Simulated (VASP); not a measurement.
Write the native input for VASP 6.6.1 that does the following.

| Item | Value |
| --- | --- |
| Task | single point |
| Functional | PBEsol |
| Dispersion | D3(BJ) |
| Potentials or basis | VASP PAW PBE potentials, release 64 (Ga_d, N) |
| Cutoff | 520 eV |
| k mesh | 10 × 10 × 5 |
| Occupations | fermi-dirac, width 0.05 eV |
| Spin | no spin polarisation |
| Dipole correction | no |
| Further INCAR settings | ALGO = Normal; EDIFF = 1e-07; NBANDS = 26 |

The structure of GaN lies in POSCAR:

```
GaN
1.0
    3.1649025538      0.0000000000      0.0000000000
   -1.5824512769      2.7408860121      0.0000000000
    0.0000000000      0.0000000000      5.1562377345
Ga N
2 2
Direct
    0.6666666667      0.3333333333      0.4992107860
    0.3333333333      0.6666666667     -0.0007892140
    0.6666666667      0.3333333333      0.8757892140
    0.3333333333      0.6666666667      0.3757892140
```

These files were run (other wordings do the same):

INCAR

```
SYSTEM = GaN
PREC = Accurate
ENCUT = 520
EDIFF = 1E-7
ISMEAR = -1
SIGMA = 0.05
LREAL = .False.
LASPH = .True.
NELM = 100
ALGO = Normal
ISIF = 2
LWAVE = .False.
LCHARG = .True.
GGA = PS
IVDW = 12
LELF = .True.
LVHAR = .True.
NBANDS = 26
```

KPOINTS

```
regular mesh
0
Gamma
  10 10 5
  0 0 0
```

Potentials or basis: VASP PAW PBE potentials, release 64 (Ga_d, N).

The run is started by

```bash
$ cat potpaw_PBE.64/Ga_d/POTCAR potpaw_PBE.64/N/POTCAR > POTCAR
$ mpirun -np 1 vasp_std > vasp.out
```

Results of the run:

The pressure is -0.2 GPa. The band gap on the k mesh is 2.01 eV, direct and the dispersion energy per atom is -0.226 eV.

Caveat: the PAW data sets were made with another functional, which shifts forces and pressure a little.

Run time: 20 s on 1 thread of Intel(R) Xeon(R) 6975P-C (Granite Rapids), with other jobs on the host, peak memory 0.19 GiB.
